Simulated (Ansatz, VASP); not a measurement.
## One calculation of Ta, two programs

```xyz
2
Lattice="0.0000 3.1323 3.1323 3.1323 0.0000 3.1323 3.1323 3.1323 0.0000" Properties=species:S:1:pos:R:3 pbc="T T T"
Ta    0.7831    0.7831    0.7831
Ta    5.4815    5.4815    5.4815
```

Alike in both runs: task single point; functional PBE; k mesh 10 × 10 × 10; occupations fermi-dirac, width 0.1 eV; no spin polarisation.

|  | VASP | Ansatz |
| --- | --- | --- |
| version | VASP 6.6.1 | Ansatz 0.2.0 |
| potentials or method | VASP PAW PBE potentials, release 64 (Ta_pv), cutoff 520 eV | plane waves (420 eV) with PAW, scalar-relativistic |
| valence electrons in the cell | 22 | 26 |

|  | VASP | Ansatz | Ansatz less VASP |
| --- | --- | --- | --- |
| pressure (GPa) | -4.7 | -4.7 | +0.01 |

VASP's potentials hold 22 valence electrons a cell and Ansatz's 26, so a difference there can come from the potentials and not from the codes.

Spin-orbit coupling is off throughout.
